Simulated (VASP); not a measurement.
Here is a VASP 6.6.1 calculation.

The input INCAR:

```
ALGO     = Normal         # electronic algorithm
EDIFF    = 1E-6           # SCF threshold, eV
ENCUT    = 520            # plane-wave cutoff, eV
GGA      = PE             # functional
ISIF     = 2              # what is computed and relaxed
ISMEAR   = 0              # smearing method
IVDW     = 12             # dispersion correction
LASPH    = T              # aspherical terms in the spheres
LCHARG   = F              # write CHGCAR
LREAL    = F              # projectors in reciprocal space
LWAVE    = F              # write WAVECAR
NBANDS   = 16             # bands
NELM     = 80             # most SCF steps
PREC     = Accurate       # precision mode
SIGMA    = 0.02           # smearing width, eV
```

The input KPOINTS:

```
k-points
0
Gamma
  12 12 8
```

Contents of POSCAR:

```
Se
1.0
    4.0681465709      0.0000000000      0.0000000000
   -2.0340732855      3.5231182767      0.0000000000
    0.0000000000      0.0000000000      5.1277306261
Se
3
Direct
    0.2473450702      0.0000000000      0.3333333333
    0.0000000000      0.2473450702      0.6666666667
    0.7526549298      0.7526549298      0.0000000000
```

Potentials or basis: VASP PAW PBE potentials, release 64 (Se).

Run with:

```bash
$ cat potpaw_PBE.64/Se/POTCAR > POTCAR
$ mpirun -np 1 vasp_std > vasp.out
```

Question: Predict the band gap on the k mesh.

Answer: 0.51 eV, indirect (least direct gap 0.53 eV).

Question: Estimate the largest force.

Answer: 0.019 eV/Å.

Question: Estimate the pressure.

Answer: 0.1 GPa.

Forces in eV/Å, atoms in the order of the input:
```
Se   0.019  0.000  0.000
Se  -0.009  0.016  0.000
Se  -0.009 -0.016  0.000
```

A k mesh can miss the band edges. A hybrid or GW would open this gap; PBE tends to underestimate it.
